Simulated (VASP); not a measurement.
Crystal: K3SrAg3.

```xyz
7
Lattice="5.9538 0.0000 0.0000 0.0000 5.9538 0.0000 0.0000 0.0000 5.9538" Properties=species:S:1:pos:R:3 pbc="T T T"
K     0.0000    2.9769    2.9769
K     2.9769    2.9769    0.0000
K     2.9769    0.0000    2.9769
Sr    2.9769    2.9769    2.9769
Ag    0.0000    2.9769    0.0000
Ag    2.9769    0.0000    0.0000
Ag    0.0000    0.0000    2.9769
```

The cell was generated, and may not be a known phase.

* Program: VASP 6.6.1
* Task: relaxation of cell and atoms
* Functional: PBE
* Potentials or basis: VASP PAW PBE potentials, release 64 (K_sv, Sr_sv, Ag)
* Cutoff: 600 eV
* k mesh: 4 × 4 × 4
* Occupations: gaussian, width 0.1 eV
* Spin: no spin polarisation

At the start: pressure 9.2 GPa; volume 30.15 Å³/atom.

Problem. Where does the relaxation end?

Solution. Over 5 steps the energy falls by 514.6 meV/atom and the volume is 58.17 Å³/atom (+92.9 %); space group Pm-3m (No. 221, to 0.1 Å) before and after.

The path:
| step | energy change (eV) | largest force (eV/Å) | pressure (GPa) | volume (Å³) |
| --- | --- | --- | --- | --- |
| 1 | 0.0000 | 0.0000 | 9.22 | 211.05 |
| 2 | -2.2549 | 0.0000 | 4.17 | 268.57 |
| 3 | -3.5066 | 0.0000 | 0.73 | 361.99 |
| 4 | -3.5954 | 0.0000 | 0.17 | 394.82 |
| 5 | -3.6021 | 0.0000 | 0.01 | 407.21 |

Final structure:
```
CELL_PARAMETERS angstrom
7.41208 0.00000 0.00000
0.00000 7.41208 0.00000
0.00000 0.00000 7.41208
ATOMIC_POSITIONS crystal
K 0.00000 0.50000 0.50000
K 0.50000 0.50000 0.00000
K 0.50000 0.00000 0.50000
Sr 0.50000 0.50000 0.50000
Ag 0.00000 0.50000 0.00000
Ag 0.50000 0.00000 0.00000
Ag 0.00000 0.00000 0.50000
```

Caveat: the volume moved by over 15 % at a fixed basis, so the end points are rough.
